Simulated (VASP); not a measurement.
Input of a VASP 6.6.1 run:

Contents of INCAR:

```
PREC     = Accurate       # precision mode
ENCUT    = 600            # plane-wave cutoff, eV
EDIFF    = 1E-6           # SCF threshold, eV
ISMEAR   = 0              # smearing method
SIGMA    = 0.1            # smearing width, eV
LREAL    = F              # projectors in reciprocal space
LASPH    = T              # aspherical terms in the spheres
NELM     = 80             # most SCF steps
ALGO     = Normal         # electronic algorithm
ISIF     = 3              # what is computed and relaxed
LWAVE    = F              # write WAVECAR
LCHARG   = F              # write CHGCAR
GGA      = PE             # functional
IBRION   = 2              # ionic algorithm
NSW      = 90             # ionic steps
EDIFFG   = -0.04          # ionic threshold
```

File KPOINTS:

```
Automatic mesh
0
Gamma
  6 6 4
```

Contents of POSCAR:

```
Bi2Te2O
1.0
    5.4394885478      0.0000000000      0.0000000000
   -2.7197442739      4.7107352660      0.0000000000
    0.0000000000      0.0000000000      7.4778782686
Bi Te O
2 2 1
Direct
    0.0000000000      0.0000000000      0.2174873248
    0.0000000000      0.0000000000      0.7825126752
    0.3333333333      0.6666666667      0.0000000000
    0.6666666667      0.3333333333      0.0000000000
    0.0000000000      0.0000000000      0.5000000000
```

Potentials or basis: VASP PAW PBE potentials, release 64 (Bi_d, Te, O).

The run is started by

```console
$ cat potpaw_PBE.64/Bi_d/POTCAR potpaw_PBE.64/Te/POTCAR potpaw_PBE.64/O/POTCAR > POTCAR
$ mpirun -np 1 vasp_std > vasp.out
```

Q: Estimate the band gap on the k mesh.

A: Zero (bands 24 and 25 overlap by 1.54 eV).

Q: Estimate the relaxed cell.

A: a = 5.444 Å, b = 5.444 Å, c = 7.472 Å, α = 90.00°, β = 90.00°, γ = 120.00°.

Q: What does it give for the space group after relaxing (to 0.1 Å)?

A: P6/mmm (No. 191).

Final structure:
```xyz
5
Lattice="5.4443 0.0000 0.0000 -2.7222 4.7149 0.0000 0.0000 0.0000 7.4718" Properties=species:S:1:pos:R:3 pbc="T T T"
Bi    2.7222    4.7149    1.6334
Bi    0.0000    0.0000    5.8384
Te    0.0000    3.1433    0.0000
Te    2.7222    1.5716    0.0000
O     5.4443    0.0000    3.7359
```

Caveat: spin-orbit coupling is left out, which moves the levels of the heavy elements.
